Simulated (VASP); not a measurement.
# Sn2Pt (Fm-3m) in VASP: vibrations by perturbation theory with LDA

Aim: the vibrations by perturbation theory of Sn2Pt with LDA.

Everything below comes from runs of VASP 6.6.1. Logs are shortened: lines on timing, memory, paths and dates and some standing lists are left out, and cuts for length are marked.

## (1) The cell of the first run

It takes space group Fm-3m (No. 225, cubic). Conventional cell: a = 6.372 Å, b = 6.372 Å, c = 6.372 Å, α = 90.00°, β = 90.00°, γ = 90.00°. Within 3.6 Å of Sn (site symmetry -43m) lie 4 Pt at 2.76 Å and 6 Sn at 3.19 Å. Within 3.6 Å of Pt (site symmetry m-3m) lie 8 Sn at 2.76 Å.

## (2) Vibrations by perturbation theory, LDA

INCAR reads:

```
SYSTEM = Sn2Pt
  ALGO = Normal
  EDIFF = 1E-8
  ENCUT = 500
  GGA = CA
  GGA_COMPAT = .FALSE.
  IBRION = 8
  ISIF = 2
  ISMEAR = -1
  LASPH = .TRUE.
  LCHARG = .FALSE.
  LREAL = .FALSE.
  LWAVE = .FALSE.
  NBANDS = 26
  NELM = 120
  NSW = 1
  PREC = Accurate
  SIGMA = 0.15
```

KPOINTS reads:

```
k-points
0
G
  12 12 12
  0 0 0
```

POSCAR reads:

```
Sn2Pt
1.0
    0.0000000000      3.1860783447      3.1860783447
    3.1860783447      0.0000000000      3.1860783447
    3.1860783447      3.1860783447      0.0000000000
Sn Pt
2 1
Direct
    0.2500000000      0.2500000000      0.2500000000
    0.7500000000      0.7500000000      0.7500000000
    0.0000000000      0.0000000000      0.0000000000
```

Potentials or basis: VASP PAW LDA potentials, release 64 (Sn_d, Pt).

Command:

```console
$ cat potpaw_LDA.64/Sn_d/POTCAR potpaw_LDA.64/Pt/POTCAR > POTCAR
$ mpirun -np 1 vasp_std > vasp.out
```

OUTCAR:

```text
SYSTEM = Sn2Pt
   EDIFF = 1E-8
   ENCUT = 500
   GGA = CA
   IBRION = 8
   ISIF = 2
   ISMEAR = -1
   LASPH = .TRUE.
   LREAL = .FALSE.
   NELM = 120
   NSW = 1
   PREC = Accurate

 ion  position               nearest neighbor table
   1  0.250  0.250  0.250-   3 2.76   3 2.76   3 2.76   3 2.76   2 3.19   2 3.19   2 3.19   2 3.19
                             2 3.19   2 3.19
   2  0.750  0.750  0.750-   3 2.76   3 2.76   3 2.76   3 2.76   1 3.19   1 3.19   1 3.19   1 3.19
                             1 3.19   1 3.19
   3  0.000  0.000  0.000-   2 2.76   2 2.76   2 2.76   1 2.76   2 2.76   1 2.76   1 2.76   1 2.76

  LATTYP: Found a face centered cubic cell.
 ALAT       =     6.3721566894

  Lattice vectors:

 A1 = (   0.0000000000,   3.1860783447,   3.1860783447)
 A2 = (   3.1860783447,   0.0000000000,   3.1860783447)
 A3 = (   3.1860783447,   3.1860783447,   0.0000000000)

Analysis of symmetry for initial positions (statically):
=====================================================================
 Subroutine PRICEL returns:
 Original cell was already a primitive cell.

 Routine SETGRP: Setting up the symmetry group for a
 face centered cubic supercell.

 Subroutine GETGRP returns: Found 48 space group operations
 (whereof 48 operations were pure point group operations)
 out of a pool of 48 trial point group operations.

The static configuration has the point symmetry O_h .

Analysis of symmetry for dynamics (positions and initial velocities):
=====================================================================
 Subroutine PRICEL returns:
 Original cell was already a primitive cell.

 Routine SETGRP: Setting up the symmetry group for a
 face centered cubic supercell.

 Subroutine GETGRP returns: Found 48 space group operations
 (whereof 48 operations were pure point group operations)
 out of a pool of 48 trial point group operations.

The dynamic configuration has the point symmetry O_h .

 Subroutine INISYM returns: Found 48 space group operations
 (whereof 48 operations are pure point group operations),
 and found     1 'primitive' translations

----------------------------------------------------------------------------------------

[... 867 lines left out ...]

 POSITION                                       TOTAL-FORCE (eV/Angst)
 -----------------------------------------------------------------------------------
      1.59304      1.59304      1.59304         0.000000      0.000000      0.000000
      4.77912      4.77912      4.77912        -0.000000     -0.000000     -0.000000
      0.00000      0.00000      0.00000        -0.000000     -0.000000      0.000000
 -----------------------------------------------------------------------------------
    total drift:                                0.000000      0.000000      0.000000

  FREE ENERGIE OF THE ION-ELECTRON SYSTEM (eV)
  ---------------------------------------------------
  free  energy   TOTEN  =       -17.9145233530 eV

  energy  without entropy=      -17.8330257406  energy(sigma->0) =      -17.87377455

[... ionic steps 2 to 9 ...]

--------------------------------------- Ionic step       10  -------------------------------------------

 Free energy of the ion-electron system (eV)
  ---------------------------------------------------
  ---------------------------------------------------
  free energy    TOTEN  =        -0.25928081 eV

  energy without entropy =       -0.25928081

------------------------ aborting loop because EDIFF is reached ----------------------------------------

 INTERNAL STRAIN TENSOR  FOR ION    3  DIRECTION 1   (eV/Angst):
 -----------------------------------------------------------------------------
     0.00870 -0.00000  0.00000
     0.00000  0.00528 -0.00000
     0.00000 -0.00000  0.00528

 INTERNAL STRAIN TENSOR FOR ION    3 for displacements in x,y,z  (eV/Angst):
          X           Y           Z          XY          YZ          ZX
  --------------------------------------------------------------------------------
  x     0.00000     0.00000     0.00000     0.00000     0.00000     0.00000
  y     0.00000     0.00000     0.00000     0.00000     0.00000     0.00000
  z     0.00000     0.00000     0.00000     0.00000     0.00000     0.00000

 SECOND DERIVATIVES (NOT SYMMETRIZED)
 ------------------------------------
               1X          1Y          1Z          2X          2Y          2Z          3X          3Y          3Z
  1X    -6.943041    0.000000    0.000000    3.056422    0.000000    0.000000    3.886618    0.000000    0.000000
  1Y     0.000000   -6.943041    0.000000    0.000000    3.056422    0.000000    0.000000    3.886618    0.000000
  1Z     0.000000    0.000000   -6.943041    0.000000    0.000000    3.056422    0.000000    0.000000    3.886618
  2X     3.056422    0.000000    0.000000   -6.943041    0.000000    0.000000    3.886618    0.000000    0.000000
  2Y     0.000000    3.056422    0.000000    0.000000   -6.943041    0.000000    0.000000    3.886618    0.000000
  2Z     0.000000    0.000000    3.056422    0.000000    0.000000   -6.943041    0.000000    0.000000    3.886618
  3X     3.888600    0.000000    0.000000    3.888600    0.000000    0.000000   -7.777201    0.000000    0.000000
  3Y     0.000000    3.888600    0.000000    0.000000    3.888600    0.000000    0.000000   -7.777201    0.000000
  3Z     0.000000    0.000000    3.888600    0.000000    0.000000    3.888600    0.000000    0.000000   -7.777201

 Eigenvectors and eigenvalues of the dynamical matrix
 ----------------------------------------------------

   1 f  =    4.537278 THz    28.508560 2PiTHz  151.347312 cm-1    18.764667 meV
             X         Y         Z           dx          dy          dz
      1.593039  1.593039  1.593039     0.086647    0.041654   -0.700541
      4.779118  4.779118  4.779118    -0.086647   -0.041654    0.700541
      0.000000  0.000000  0.000000     0.000000   -0.000000   -0.000000
[... 43 lines left out ...]
   9 f/i=    0.000534 THz     0.003357 2PiTHz    0.017824 cm-1     0.002210 meV
             X         Y         Z           dx          dy          dz
      1.593039  1.593039  1.593039    -0.518324    0.071998    0.026339
      4.779118  4.779118  4.779118    -0.518324    0.071998    0.026339
      0.000000  0.000000  0.000000    -0.664283    0.092273    0.033756

--------------------------------------------------------------------------------------------------------

 ELASTIC MODULI CONTR FROM IONIC RELAXATION (kBar)
 Direction    XX          YY          ZZ          XY          YZ          ZX
 --------------------------------------------------------------------------------
 XX          -0.0000     -0.0000     -0.0000      0.0000      0.0000      0.0000
 YY          -0.0000     -0.0000      0.0000     -0.0000      0.0000      0.0000
 ZZ          -0.0000      0.0000     -0.0000      0.0000      0.0000     -0.0000
 XY           0.0000     -0.0000      0.0000   -239.2029     -0.0000      0.0000
 YZ           0.0000      0.0000      0.0000     -0.0000   -239.2029     -0.0000
 ZX           0.0000      0.0000     -0.0000      0.0000     -0.0000   -239.2029
 --------------------------------------------------------------------------------
```

stdout:

```text
POSCAR found type information on POSCAR SnPt
 POSCAR found :  2 types and       3 ions
 scaLAPACK will be used
 LDA part: xc-table for (Slater(with rela. corr.)+CA(PZ))
 , standard interpolation
 POSCAR, INCAR and KPOINTS ok, starting setup
 FFT: planning ... GRIDC
 FFT: planning ... GRID_SOFT
 FFT: planning ... GRID
 WAVECAR not read
 entering main loop
 Linear response reoptimize wavefunctions to high precision
 Linear response DOF=           2
 Linear response progress:
 first order change of Fermi-energy   0.66367E-05
 force on displaced ion       1 direction 1 :  -6.943   0.000   0.000
 Linear response progress:
 first order change of Fermi-energy  -0.97829E-04
 force on displaced ion       3 direction 1 :  -7.777   0.000   0.000
 Linear response finished
```

Wall time 21 min (1 thread of Oxide Virtual Turin-like, shared host); peak memory 0.89 GiB.

Results:

| Quantity | Value |
| --- | --- |
| Highest phonon frequency at Γ | 151 cm⁻¹ |

Phonon frequencies in cm⁻¹ (negative: imaginary):
| q point | frequencies |
| --- | --- |
| (0.000, 0.000, 0.000) | 0 0 0 141 141 141 151 151 151 |

Caveat: the cell stands under pressure or tension, which shifts response properties; spin-orbit coupling is left out, which moves the levels of the heavy elements.
